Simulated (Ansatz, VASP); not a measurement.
One calculation of SiW6, two programs

```
W Si
1.0
     4.46825    0.00000    0.00000
    -2.23413    3.86962    0.00000
     0.00000    0.00000   21.72591
W Si
6 1
Direct
  0.66667 0.33333 0.18411
  0.33333 0.66667 0.22609
  0.00000 0.00000 0.26807
  0.66667 0.33333 0.30709
  0.33333 0.66667 0.34670
  0.00000 0.00000 0.38322
  0.66667 0.22222 0.49829
```

Alike in both runs: task single point; functional PBE; dispersion D3(BJ); k mesh 6 × 6 × 1; occupations gaussian, width 0.1 eV; no spin polarisation.

```csv
,VASP,Ansatz
version,VASP 6.6.1,Ansatz 0.2.0
potentials or method,"VASP PAW PBE potentials, release 64 (W_sv, Si), cutoff 520 eV","scalar-relativistic, plane waves, PAW"
valence electrons in the cell,88,88
```

VASP gave:

| Quantity | Value |
| --- | --- |
| gap on the k mesh at the Fermi level (eV) | none |
| rms of the force components (eV/Å) | 0.856 |
| work function, face that differs most (eV) | 3.93 |

**Question.** Estimate Ansatz's values.

**Answer.** gap on the k mesh at the Fermi level (eV): none; rms of the force components (eV/Å): 0.847; work function, face that differs most (eV): 3.93.

Atom by atom the forces differ by 0.021 eV/Å (rms over components). A gap of «none» marks a metal or a gap that the smearing closes. Ansatz's warnings: dispersion switch in reach, vacuum below fermi.

Spin-orbit coupling is off throughout.
